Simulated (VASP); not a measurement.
## FeSi: relaxation of cell and atoms with LDA

FeSi:

```
Fe Si
1.0
     4.44797    0.00000    0.00000
     0.00000    4.44797    0.00000
     0.00000    0.00000    4.44797
Fe Si
4 4
Direct
  0.13599 0.13599 0.13599
  0.36401 0.86401 0.63599
  0.63599 0.36401 0.86401
  0.86401 0.63599 0.36401
  0.84071 0.84071 0.84071
  0.65929 0.15929 0.34071
  0.34071 0.65929 0.15929
  0.15929 0.34071 0.65929
```

* Program: VASP 6.6.1
* Task: relaxation of cell and atoms
* Functional: LDA
* Potentials or basis: VASP PAW LDA potentials, release 64 (Fe, Si)
* Cutoff: 600 eV
* k mesh: 8 × 8 × 8
* Occupations: gaussian, width 0.01 eV
* Spin: no spin polarisation
* Dipole correction: no
* Further INCAR settings: ALGO = Normal; EDIFF = 1e-06; IBRION = 2; EDIFFG = -0.005; NSW = 70; ISIF = 3

| Item | Value |
| --- | --- |
| Relaxed volume | 10.45 Å³/atom |
| Relaxed cell | a = 4.373 Å, b = 4.373 Å, c = 4.373 Å, α = 90.00°, β = 90.00°, γ = 90.00° |
| Space group after relaxing (to 0.1 Å) | P2_13 (No. 198) |
| Energy gained by relaxing | 21.0 meV/atom |
| Ionic steps | 7 |
| Pressure after relaxing | 0.0 GPa |
| Band gap on the k mesh | 0.13 eV (least direct gap 0.15 eV) |

The path:
| step | energy change (eV) | largest force (eV/Å) | pressure (GPa) | volume (Å³) |
| --- | --- | --- | --- | --- |
| 1 | 0.0000 | 0.1006 | -11.87 | 88.00 |
| 2 | 0.2113 | 0.5431 | 22.14 | 78.03 |
| 3 | -0.1646 | 0.1288 | -0.33 | 83.84 |
| 4 | -0.1646 | 0.1338 | -0.06 | 83.76 |
| 5 | -0.1670 | 0.0638 | -0.02 | 83.68 |
| 6 | -0.1677 | 0.0126 | 0.02 | 83.61 |
| 7 | -0.1678 | 0.0008 | -0.01 | 83.63 |

Final structure:
```yaml
crystal:
  lattice:
    - [4.37307, 0.00000, 0.00000]
    - [0.00000, 4.37307, 0.00000]
    - [0.00000, 0.00000, 4.37307]
  atoms:
    - { symbol: Fe, position: [0.13719, 0.13719, 0.13719] }
    - { symbol: Fe, position: [0.36281, 0.86281, 0.63719] }
    - { symbol: Fe, position: [0.63719, 0.36281, 0.86281] }
    - { symbol: Fe, position: [0.86281, 0.63719, 0.36281] }
    - { symbol: Si, position: [0.84086, 0.84086, 0.84086] }
    - { symbol: Si, position: [0.65914, 0.15914, 0.34086] }
    - { symbol: Si, position: [0.34086, 0.65914, 0.15914] }
    - { symbol: Si, position: [0.15914, 0.34086, 0.65914] }
```

Levels at points of the mesh, in eV from the valence-band top:
```tsv
k point	band 22	band 23	band 24	band 25	band 26	band 27
(0.00, 0.00, 0.00)	-0.29	-0.05	-0.05	0.69	0.69	0.69
(0.50, 0.00, 0.00)	-0.41	-0.02	-0.02	0.18	0.18	1.82
(0.50, 0.50, 0.00)	-1.09	-0.38	-0.38	0.66	0.66	1.38
(0.50, 0.50, 0.50)	-0.71	-0.71	-0.71	0.48	0.48	0.48
```

Wall time 12 min on 1 thread of Intel Xeon 8259CL, on a shared host, peak memory 0.26 GiB.

A k mesh can miss the band edges. Zero-point motion and thermal expansion aren't in these numbers.
